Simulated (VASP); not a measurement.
# GaSb (I-4m2) in VASP: single point with PBE

Aim: the single point of GaSb with PBE.

Everything below comes from runs of VASP 6.6.1. Logs are shortened: lines on timing, memory, paths and dates and some standing lists are left out, and cuts for length are marked.

**1. The cell of the first run**

Symmetry: I-4m2, No. 119, tetragonal system. Conventional cell: a = 4.336 Å, b = 4.336 Å, c = 5.886 Å, α = 90.00°, β = 90.00°, γ = 90.00°. Within 3.5 Å of Ga (site symmetry -4m2) lie 4 Sb at 2.62 Å. Sb (site symmetry -4m2) has 4 Ga at 2.62 Å within 3.5 Å.

**2. Single point, PBE (uniaxial z strain -4.0%)**

INCAR reads:

```
ALGO     = Normal         # electronic algorithm
EDIFF    = 1E-6           # SCF threshold, eV
ENCUT    = 500            # plane-wave cutoff, eV
GGA      = PE             # functional
GGA_COMPAT= F            
ISIF     = 2              # what is computed and relaxed
ISMEAR   = -1             # smearing method
LASPH    = T              # aspherical terms in the spheres
LCHARG   = F              # write CHGCAR
LREAL    = F              # projectors in reciprocal space
LWAVE    = F              # write WAVECAR
NBANDS   = 21             # bands
NELM     = 120            # most SCF steps
PREC     = Accurate       # precision mode
SIGMA    = 0.02           # smearing width, eV
```

KPOINTS reads:

```
k-points
0
Gamma
  8 8 8
```

POSCAR reads:

```
GaSb
1.0
    0.0000000000      3.0658787979      2.9432436460
    3.0658787979      0.0000000000      2.9432436460
    3.0658787979      3.0658787979      0.0000000000
Ga Sb
1 1
Direct
    0.0000000000      0.0000000000      0.0000000000
    0.2500000000      0.2500000000      0.2500000000
```

Potentials or basis: VASP PAW PBE potentials, release 64 (Ga_d, Sb_d_GW).

Launch:

```sh
$ cat potpaw_PBE.64/Ga_d/POTCAR potpaw_PBE.64/Sb_d_GW/POTCAR > POTCAR
$ mpirun -np 1 vasp_std > vasp.out
```

OUTCAR:

```text
EDIFF = 1E-6
   ENCUT = 500
   GGA = PE
   ISIF = 2
   ISMEAR = -1
   LASPH = T
   LREAL = F
   NELM = 120
   PREC = Accurate

 ion  position               nearest neighbor table
   1  0.000  0.000  0.000-   2 2.62   2 2.62   2 2.62   2 2.62
   2  0.250  0.250  0.250-   1 2.62   1 2.62   1 2.62   1 2.62

  LATTYP: Found a body centered tetragonal cell.
 ALAT       =     4.3358073766
 C/A-ratio  =     1.3576450199

  Lattice vectors:

 A1 = (   0.0000000000,  -3.0658787979,  -2.9432436460)
 A2 = (   0.0000000000,   3.0658787979,  -2.9432436460)
 A3 = (   3.0658787979,   0.0000000000,   2.9432436460)

Analysis of symmetry for initial positions (statically):
=====================================================================
 Subroutine PRICEL returns:
 Original cell was already a primitive cell.

 Routine SETGRP: Setting up the symmetry group for a
 body centered tetragonal supercell.

 Subroutine GETGRP returns: Found  8 space group operations
 (whereof  8 operations were pure point group operations)
 out of a pool of 16 trial point group operations.

The static configuration has the point symmetry D_2d.

Analysis of symmetry for dynamics (positions and initial velocities):
=====================================================================
 Subroutine PRICEL returns:
 Original cell was already a primitive cell.

 Routine SETGRP: Setting up the symmetry group for a
 body centered tetragonal supercell.

 Subroutine GETGRP returns: Found  8 space group operations
 (whereof  8 operations were pure point group operations)
 out of a pool of 16 trial point group operations.

The dynamic configuration has the point symmetry D_2d.

 Subroutine INISYM returns: Found  8 space group operations
 (whereof  8 operations are pure point group operations),
 and found     1 'primitive' translations

----------------------------------------------------------------------------------------

                                     Primitive cell

  volume of cell :      55.3307

  direct lattice vectors                    reciprocal lattice vectors
     0.000000000  3.065878798  2.943243646    -0.163085377  0.163085377  0.169880601
     3.065878798  0.000000000  2.943243646     0.163085377 -0.163085377  0.169880601
     3.065878798  3.065878798  0.000000000     0.163085377  0.163085377 -0.169880601

  length of vectors
     4.249975996  4.249975996  4.335807377     0.286449121  0.286449121  0.286449121

  position of ions in fractional coordinates (direct lattice)
     0.000000000  0.000000000  0.000000000
     0.250000000  0.250000000  0.250000000

  ion indices of the primitive-cell ions
   primitive index   ion index
                 1           1
                 2           2

----------------------------------------------------------------------------------------

 KPOINTS: k-points

Automatic generation of k-mesh.
 Grid dimensions read from file:
 generate k-points for:    8    8    8

 Generating k-lattice:

  Cartesian coordinates                     Fractional coordinates (reciprocal lattice)
    -0.020385672  0.020385672  0.021235075     0.125000000  0.000000000  0.000000000
     0.020385672 -0.020385672  0.021235075     0.000000000  0.125000000  0.000000000
     0.020385672  0.020385672 -0.021235075     0.000000000  0.000000000  0.125000000

  Length of vectors
     0.035806140  0.035806140  0.035806140

  Shift w.r.t. Gamma in fractional coordinates (k-lattice)
     0.000000000  0.000000000  0.000000000

 Subroutine IBZKPT returns following result:
 ===========================================

 Found     59 irreducible k-points:

 Following reciprocal coordinates:
            Coordinates               Weight
  0.000000  0.000000  0.000000      1.000000
  0.125000  0.000000  0.000000      8.000000
  0.250000  0.000000  0.000000      8.000000
  0.375000  0.000000  0.000000      8.000000
  0.500000  0.000000  0.000000      4.000000
  0.125000  0.125000  0.000000      2.000000
[... 16 lines left out ...]
  0.250000  0.000000  0.125000     16.000000
  0.375000  0.000000  0.125000     16.000000
 [... further k-points ...]
   k-points           NKPTS =     59   k-points in BZ     NKDIM =     59   number of bands    NBANDS=     21
   number of dos      NEDOS =    301   number of ions     NIONS =      2
   total plane-waves  NPLWV =  32768
   dimension x,y,z NGX =    32 NGY =   32 NGZ =   32
   dimension x,y,z NGXF=    64 NGYF=   64 NGZF=   64
   ions per type =               1   1
   NGX,Y,Z   is equivalent  to a cutoff of  12.52, 12.52, 12.27 a.u.
   NGXF,Y,Z  is equivalent  to a cutoff of  25.03, 25.03, 24.54 a.u.
 SYSTEM =  unknown system
   PREC   = accura    normal or accurate (medium, high low for compatibility)
   ISTART =      0    job   : 0-new  1-cont  2-samecut
   ICHARG =      2    charge: 1-file 2-atom 10-const
   ISPIN  =      1    spin polarized calculation?
   LNONCOLLINEAR =      F non collinear calculations
   LSORBIT =      F    spin-orbit coupling
   LASPH  =      T    aspherical Exc in radial PAW
   ENCUT  =  500.0 eV  36.75 Ry    6.06 a.u.   7.75  7.75  7.91*2*pi/ulx,y,z
   NELM   =    120;   NELMIN=  2; NELMDL= -5     # of ELM steps
   EDIFF  = 0.1E-05   stopping-criterion for ELM
   LREAL  =      F    real-space projection
   EDIFFG = 0.1E-04   stopping-criterion for IOM
   NSW    =      0    number of steps for IOM
   IBRION =     -1    ionic relax: 0-MD 1-quasi-New 2-CG
   NFREE  =      0    steps in history (QN), initial steepest desc. (CG)
   ISIF   =      2    stress and relaxation
   ISYM   =      2    0-nonsym 1-usesym 2-fastsym
   POTIM  = 0.5000    time-step for ionic-motion
   TEBEG  =    0.0;   TEEND  =   0.0 temperature during run
   PSTRESS=    0.0 pullay stress
   NELECT =      28.0000    total number of electrons
   NUPDOWN=      -1.0000    fix difference up-down
   EMIN   =  10.00;   EMAX   =-10.00  energy-range for DOS
   EFERMI =   0.00;   METHOD = LEGACY
   ISMEAR =    -1;   SIGMA  =   0.02  broadening in eV -4-tet -1-fermi 0-gaus
   EFERMI_NEDOS =   21; number of points for ismear=-14 and -15
   IALGO  =     38    algorithm
   IMIX   =      4    mixing-type and parameters
     AMIX     =   0.40;   BMIX     =  1.00
     AMIX_MAG =   1.60;   BMIX_MAG =  1.00
  volume/ion in A,a.u.               =      27.67       186.69
  Fermi-wavevector in a.u.,A,eV,Ry     =   1.304584  2.465307 23.156299  1.701940
  Thomas-Fermi vector in A             =   2.435510
   LORBIT       =      0    0 simple, 1 ext, 2 COOP (PROOUT), +10 PAW based schemes
   GGA     = PE    functional components
   LHFCALC =     F    Hartree Fock is set to
   AEXX    =    0.0000 exact exchange contribution
   IVDW    =     0    specifies the selected vdW correction
   LEPSILON=     F    determine dielectric tensor
   LRPA    =     F    only Hartree local field effects (RPA)
 non-spin polarized calculation
  energy-cutoff  :      500.00
  volume of cell :       55.33
 maximum number of plane-waves:      1420
   NGX = 15   NGY = 15   NGZ = 15

 number of electron      27.9999987 magnetization

 Free energy of the ion-electron system (eV)
  ---------------------------------------------------
  ext. energy  EPLUGINS =         0.00000000
  ---------------------------------------------------
  free energy    TOTEN  =        -7.31722299 eV

  energy without entropy =       -7.31718894  energy(sigma->0) =       -7.31720596

 E-fermi :   4.3770     XC(G=0):  -9.4401

 val. band max:        4.3208167289   @ k =   0.0000   0.0000   0.0000
 cond. band min:       4.4332854604   @ k =   0.0000   0.0000   0.0000
 fundamental gap:      0.1124687315
 Fermi energy:         4.3770481513

 k-point     1 :       0.0000    0.0000    0.0000
  band No.  band energies     occupation
      1     -24.6551      2.00000
      2     -24.6532      2.00000
      3     -24.6532      2.00000
      4     -24.6332      2.00000
      5     -24.6303      2.00000
      6     -10.9306      2.00000
[... 13 lines left out ...]
     20      12.6579      0.00000
     21      13.3199      0.00000

 k-point     2 :       0.1250    0.0000    0.0000
  band No.  band energies     occupation
      1     -24.6549      2.00000
      2     -24.6528      2.00000
      3     -24.6526      2.00000
      4     -24.6330      2.00000
      5     -24.6303      2.00000
      6     -10.9342      2.00000
[... 13 lines left out ...]
     20      11.8689      0.00000
     21      12.2576      0.00000

 k-point     3 :       0.2500    0.0000    0.0000
  band No.  band energies     occupation
      1     -24.6545      2.00000
      2     -24.6520      2.00000
      3     -24.6514      2.00000
      4     -24.6325      2.00000
      5     -24.6302      2.00000
      6     -10.9452      2.00000
[... 13 lines left out ...]
     20      11.8067      0.00000
     21      12.0454      0.00000

 k-point     4 :       0.3750    0.0000    0.0000
  band No.  band energies     occupation
      1     -24.6542      2.00000
      2     -24.6510      2.00000
      3     -24.6503      2.00000
      4     -24.6318      2.00000
      5     -24.6300      2.00000
      6     -10.9564      2.00000
[... 13 lines left out ...]
     20      12.8795      0.00000
     21      12.9779      0.00000

 k-point     5 :       0.5000    0.0000    0.0000
  band No.  band energies     occupation
      1     -24.6541      2.00000
      2     -24.6507      2.00000
      3     -24.6499      2.00000
      4     -24.6315      2.00000
      5     -24.6299      2.00000
      6     -10.9609      2.00000
[... 13 lines left out ...]
     20      14.2182      0.00000
     21      14.4452      0.00000

 k-point     6 :       0.1250    0.1250    0.0000
  band No.  band energies     occupation
      1     -24.6557      2.00000
      2     -24.6521      2.00000
      3     -24.6521      2.00000
      4     -24.6326      2.00000
      5     -24.6306      2.00000
      6     -10.9341      2.00000
[... 13 lines left out ...]
     20      11.4581      0.00000
     21      12.8809      0.00000

 k-point     7 :       0.2500    0.1250    0.0000
  band No.  band energies     occupation
      1     -24.6559      2.00000
      2     -24.6509      2.00000
      3     -24.6508      2.00000
      4     -24.6319      2.00000
      5     -24.6309      2.00000
      6     -10.9453      2.00000
[... 13 lines left out ...]
     20      12.3484      0.00000
     21      12.7935      0.00000
[... 291 lines left out ...]
      1     -24.6567      2.00000
      2     -24.6475      2.00000
      3     -24.6467      2.00000
      4     -24.6317      2.00000
      5     -24.6301      2.00000
      6     -10.9744      2.00000
[... 13 lines left out ...]
     20      13.1058      0.00000
     21      16.9242      0.00000

 k-point    21 :       0.5000    0.5000    0.0000
  band No.  band energies     occupation
      1     -24.6590      2.00000
      2     -24.6456      2.00000
      3     -24.6456      2.00000
      4     -24.6328      2.00000
      5     -24.6289      2.00000
      6     -10.9810      2.00000
[... 13 lines left out ...]
     20      15.3526      0.00000
     21      15.8196      0.00000

 k-point    22 :       0.1250    0.0000    0.1250
  band No.  band energies     occupation
      1     -24.6543      2.00000
      2     -24.6537      2.00000
      3     -24.6520      2.00000
      4     -24.6332      2.00000
      5     -24.6300      2.00000
      6     -10.9390      2.00000
[... 13 lines left out ...]
     20      11.1139      0.00000
     21      13.2895      0.00000

 k-point    23 :       0.2500    0.0000    0.1250
  band No.  band energies     occupation
      1     -24.6540      2.00000
      2     -24.6532      2.00000
      3     -24.6508      2.00000
      4     -24.6331      2.00000
      5     -24.6297      2.00000
      6     -10.9479      2.00000
[... 13 lines left out ...]
     20      12.2719      0.00000
     21      12.9871      0.00000

 k-point    24 :       0.3750    0.0000    0.1250
  band No.  band energies     occupation
      1     -24.6537      2.00000
      2     -24.6521      2.00000
      3     -24.6498      2.00000
      4     -24.6325      2.00000
      5     -24.6296      2.00000
      6     -10.9574      2.00000
[... 13 lines left out ...]
     20      12.7957      0.00000
     21      13.6196      0.00000

 [... further k-points ...]

------------------------ aborting loop because EDIFF is reached ----------------------------------------

  FORCE on cell =-STRESS in cart. coord.  units (eV):
  Direction    XX          YY          ZZ          XY          YZ          ZX
  --------------------------------------------------------------------------------------
  -------------------------------------------------------------------------------------
  Total        1.2979066      1.2979066      1.8581352      0.0000000      0.0000000      0.0000000
  in kB       37.5826891     37.5826891     53.8048850      0.0000000      0.0000000      0.0000000
  external PRESSURE =      42.9900877 kB  Pullay stress =       0.0000000 kB

 VOLUME and BASIS-vectors are now :
 -----------------------------------------------------------------------------
  energy-cutoff  :      500.00
  volume of cell :       55.33
      direct lattice vectors                 reciprocal lattice vectors
     0.000000000  3.065878798  2.943243646    -0.163085377  0.163085377  0.169880601
     3.065878798  0.000000000  2.943243646     0.163085377 -0.163085377  0.169880601
     3.065878798  3.065878798  0.000000000     0.163085377  0.163085377 -0.169880601

 POSITION                                       TOTAL-FORCE (eV/Angst)
 -----------------------------------------------------------------------------------
      0.00000      0.00000      0.00000        -0.000000     -0.000000      0.000000
      1.53294      1.53294      1.47162         0.000000      0.000000     -0.000000
 -----------------------------------------------------------------------------------
    total drift:                               -0.000000     -0.000000     -0.000000

  FREE ENERGIE OF THE ION-ELECTRON SYSTEM (eV)
  ---------------------------------------------------
  free  energy   TOTEN  =        -7.3172229852 eV

  energy  without entropy=       -7.3171889388  energy(sigma->0) =       -7.31720596
```

It took 22 s on 1 thread of Intel Xeon 6975P-C (Granite Rapids), shared host; peak memory 0.23 GiB.

Results:

```yaml
Free_energy: -7.3172 eV
Pressure: 4.3 GPa
Band_gap_on_the_k_mesh: 0.11 eV
```

Caveat: the cell differs from its parent crystal (uniaxial z strain -4.0%); the cell stands under pressure; semilocal functionals underestimate gaps, and a narrow one can read as zero; spin-orbit coupling is left out, which moves the levels of the heavy elements. A k mesh can miss the band edges.
